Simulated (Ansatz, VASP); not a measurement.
K2S: VASP beside Ansatz

The input POSCAR:

```
K2S
1.0
    0.0000000000      3.7027186978      3.7027186978
    3.7027186978      0.0000000000      3.7027186978
    3.7027186978      3.7027186978      0.0000000000
K S
2 1
Direct
    0.2500000000      0.2500000000      0.2500000000
    0.7500000000      0.7500000000      0.7500000000
    0.0000000000      0.0000000000      0.0000000000
```

File INCAR.step1:

```
ALGO = Normal ; EDIFF = 1E-5
ENCUT = 550 ; GGA = PE
GGA_COMPAT = F ; ISMEAR = 0
LASPH = T ; LCHARG = F
LREAL = F ; LWAVE = T
NBANDS = 19 ; NELM = 120
PREC = Accurate ; SIGMA = 0.01
```

File INCAR.step2:

```
ALGO = Normal ; EDIFF = 1E-6
ENCUT = 550 ; GGA_COMPAT = F
ISIF = 2 ; ISMEAR = 0
ISTART = 1 ; LASPH = T
LCHARG = F ; LMIXTAU = T
LREAL = F ; LWAVE = F
METAGGA = R2SCAN ; NBANDS = 19
NELM = 120 ; PREC = Accurate
SIGMA = 0.01
```

File KPOINTS:

```
k-points
0
Gamma
  4 4 4
```

Input for Ansatz:

```yaml
crystal:
  lattice:
    - [0.0, 3.7027186978, 3.7027186978]
    - [3.7027186978, 0.0, 3.7027186978]
    - [3.7027186978, 3.7027186978, 0.0]
  atoms:
    - { symbol: K, position: [0.25, 0.25, 0.25] }
    - { symbol: K, position: [0.75, 0.75, 0.75] }
    - { symbol: S, position: [0.0, 0.0, 0.0] }
kpoints:
  mp_grid: { grid: [4, 4, 4] }
hamiltonian:
  xc: r2scan
scf:
  occupations: { method: fixed }
  n_extra_bands: 4
  mixing: { ndim: 30 }
  max_iter: 86
output:
  forces: true
  stress: true
  eigenvalues: true
```

Alike in both runs: task single point; functional r2SCAN; k mesh 4 × 4 × 4; no spin polarisation.

|  | VASP | Ansatz |
| --- | --- | --- |
| version | VASP 6.6.1 | Ansatz 0.2.0 |
| potentials or method | VASP PAW PBE potentials, release 64 (K_sv, S) | plane waves |
| plane-wave cutoff (eV) | 550 | 500 |
| occupations | gaussian, width 0.01 eV | fixed |
| valence electrons in the cell | 24 | 24 |

VASP gave:

- gap on the k mesh at the Fermi level (eV): 2.76
- pressure (GPa): 0.0

Q: Which values does Ansatz return?

A: gap on the k mesh at the Fermi level (eV): 2.75; pressure (GPa): 0.0.

VASP's potentials were made for PBE, not for r2SCAN.
